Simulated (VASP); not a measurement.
Set up this calculation in VASP 6.6.1, as the native input.

```yaml
Task: single point
Functional: r2SCAN
Potentials_or_basis: VASP PAW PBE potentials, release 64 (Si, O)
Cutoff: 520 eV
k_mesh: 6 × 5 × 5
Occupations: gaussian, width 0.01 eV
Spin: no spin polarisation
Dipole_correction: no
Further_INCAR_settings: ALGO = Normal; EDIFF = 1e-06; NBANDS = 44
```

Crystal: SiO2 (seifertite).

```
Si O
1.0
     4.07142    0.00000    0.00000
     0.00000    5.02981    0.00000
     0.00000    0.00000    4.48285
Si O
4 8
Direct
  0.00000 0.15187 0.25000
  0.00000 0.84813 0.75000
  0.50000 0.34813 0.75000
  0.50000 0.65187 0.25000
  0.73115 0.61794 0.91961
  0.26885 0.38206 0.08039
  0.76885 0.88206 0.41961
  0.23115 0.11794 0.58039
  0.23115 0.88206 0.08039
  0.76885 0.11794 0.91961
  0.26885 0.61794 0.58039
  0.73115 0.38206 0.41961
```

The input as run:

POSCAR

```
SiO2
1.0
    4.0714179117      0.0000000000      0.0000000000
    0.0000000000      5.0298116870      0.0000000000
    0.0000000000      0.0000000000      4.4828509959
Si O
4 8
Direct
    0.0000000000      0.1518678945      0.2500000000
    0.0000000000      0.8481321055      0.7500000000
    0.5000000000      0.3481321055      0.7500000000
    0.5000000000      0.6518678945      0.2500000000
    0.7311547921      0.6179392862      0.9196085285
    0.2688452079      0.3820607138      0.0803914715
    0.7688452079      0.8820607138      0.4196085285
    0.2311547921      0.1179392862      0.5803914715
    0.2311547921      0.8820607138      0.0803914715
    0.7688452079      0.1179392862      0.9196085285
    0.2688452079      0.6179392862      0.5803914715
    0.7311547921      0.3820607138      0.4196085285
```

INCAR.step1

```
PREC = Accurate ; ENCUT = 520
ISMEAR = 0 ; SIGMA = 0.01
LREAL = False ; LASPH = True
NELM = 60 ; NBANDS = 44
GGA = PE ; ALGO = Normal
EDIFF = 1E-4 ; LWAVE = True
LCHARG = False
```

INCAR.step2

```
PREC = Accurate ; ENCUT = 520
EDIFF = 1E-6 ; ISMEAR = 0
SIGMA = 0.01 ; LREAL = False
LASPH = True ; NELM = 60
ALGO = Normal ; ISIF = 2
LWAVE = False ; LCHARG = False
METAGGA = R2SCAN ; LMIXTAU = True
NBANDS = 44 ; ISTART = 1
```

KPOINTS

```
Automatic mesh
0
Gamma
  6 5 5
```

Potentials or basis: VASP PAW PBE potentials, release 64 (Si, O).

Launch:

```console
$ cat potpaw_PBE.64/Si/POTCAR potpaw_PBE.64/O/POTCAR > POTCAR
$ cp INCAR.step1 INCAR
$ mpirun -np 1 vasp_std > vasp.out
$ cp INCAR.step2 INCAR
$ mpirun -np 1 vasp_std > vasp.out
```

It gave:

```yaml
Pressure: 0.5 GPa
Largest_force: 0.039 eV/Å
Band_gap_on_the_k_mesh: 6.75 eV, direct
```

Caveat: the PAW data sets were made with another functional, which shifts forces and pressure a little.

Wall time 6.8 min on 1 thread of Intel(R) Xeon(R) Platinum 8375C CPU @ 2.90GHz (Ice Lake), on a shared host, peak memory 0.26 GiB.
